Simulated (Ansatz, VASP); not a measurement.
## TaN: VASP beside Ansatz

File INCAR:

```
PREC     = Accurate       # precision mode
ENCUT    = 600            # plane-wave cutoff, eV
EDIFF    = 1E-7           # SCF threshold, eV
ISMEAR   = -1             # smearing method
SIGMA    = 0.15           # smearing width, eV
LREAL    = F              # projectors in reciprocal space
LASPH    = T              # aspherical terms in the spheres
NELM     = 100            # most SCF steps
ALGO     = Normal         # electronic algorithm
ISIF     = 3              # what is computed and relaxed
LWAVE    = F              # write WAVECAR
LCHARG   = F              # write CHGCAR
GGA      = PE             # functional
IBRION   = 2              # ionic algorithm
NSW      = 80             # ionic steps
EDIFFG   = -0.001         # ionic threshold
```

File KPOINTS:

```
Automatic mesh
0
Gamma
  18 18 14
```

POSCAR

```
TaN
1.0
    2.9501846716      0.0000000000      0.0000000000
   -1.4750923358      2.5549348714      0.0000000000
    0.0000000000      0.0000000000      2.8977715840
Ta N
1 1
Direct
    0.3333333333      0.6666666667      0.5000000000
    0.0000000000      0.0000000000      0.0000000000
```

Input for Ansatz:

```yaml
crystal:
  lattice:
    - [2.9501846716, 0.0, 0.0]
    - [-1.4750923358, 2.5549348714, 0.0]
    - [0.0, 0.0, 2.897771584]
  atoms:
    - { symbol: Ta, position: [0.3333333333, 0.6666666667, 0.5] }
    - { symbol: "N", position: [0.0, 0.0, 0.0] }
basis:
  ecutwfc: 420
kpoints:
  mp_grid: { grid: [18, 18, 14] }
hamiltonian:
  xc: pbe
scf:
  occupations: { method: fermi_dirac, width: 0.15 }
output:
  forces: true
  stress: true
  eigenvalues: true
relax:
  adjacent_minimum: "off"
  f_tol: 0.001
  max_steps: 60
  cell: { stress_tol: 0.01 }
```

Alike in both runs: task relaxation of cell and atoms; functional PBE; k mesh 18 × 18 × 14; occupations fermi-dirac, width 0.15 eV; no spin polarisation.

```csv
,VASP,Ansatz
version,VASP 6.6.1,Ansatz 0.2.0
potentials or method,"VASP PAW PBE potentials, release 64 (Ta_pv, N), cutoff 600 eV","scalar-relativistic, plane waves, PAW"
valence electrons in the cell,16,18
```

```tsv
	VASP	Ansatz	Ansatz less VASP
gap on the k mesh at the Fermi level, each at its own relaxed structure (eV)	none	none	-
relaxed volume (Å³/atom)	10.94	10.92	-0.017
relaxed cell length with the largest relative difference (Å)	2.899	2.897	-0.0019
```

A gap of «none» marks a metal or a gap that the smearing closes. VASP's potentials hold 16 valence electrons a cell and Ansatz's 18, so a difference there can come from the potentials and not from the codes.

Spin-orbit coupling is off throughout.
